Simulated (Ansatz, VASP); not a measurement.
**Two plane-wave programs on InSe**

```
CELL_PARAMETERS angstrom
3.89200 0.00000 0.00000
-1.94600 3.37057 0.00000
0.00000 0.00000 36.71996
ATOMIC_POSITIONS crystal
Se 0.00000 0.00000 0.42666
Se 0.00000 0.00000 0.57331
In 0.66667 0.33333 0.46194
In 0.66667 0.33333 0.53803
```

Alike in both runs: task single point; functional PBE; dispersion D3(BJ); k mesh 9 × 9 × 1; occupations gaussian, width 0.02 eV; no spin polarisation.

|  | VASP | Ansatz |
| --- | --- | --- |
| version | VASP 6.6.1 | Ansatz 0.2.0 |
| potentials or method | VASP PAW PBE potentials, release 64 (Se, In_d), cutoff 520 eV | scalar-relativistic, plane waves, PAW |
| valence electrons in the cell | 38 | 58 |

```tsv
	VASP	Ansatz	Ansatz less VASP
gap on the k mesh at the Fermi level (eV)	2.03	2.05	+0.011
least direct gap on the mesh (eV)	2.15	2.16	+0.009
rms of the force components (eV/Å)	0.344	0.334	-0.0102
```

VASP's potentials hold 38 valence electrons a cell and Ansatz's 58, so a difference there can come from the potentials and not from the codes. Ansatz's warnings: structure snapped to symmetry.
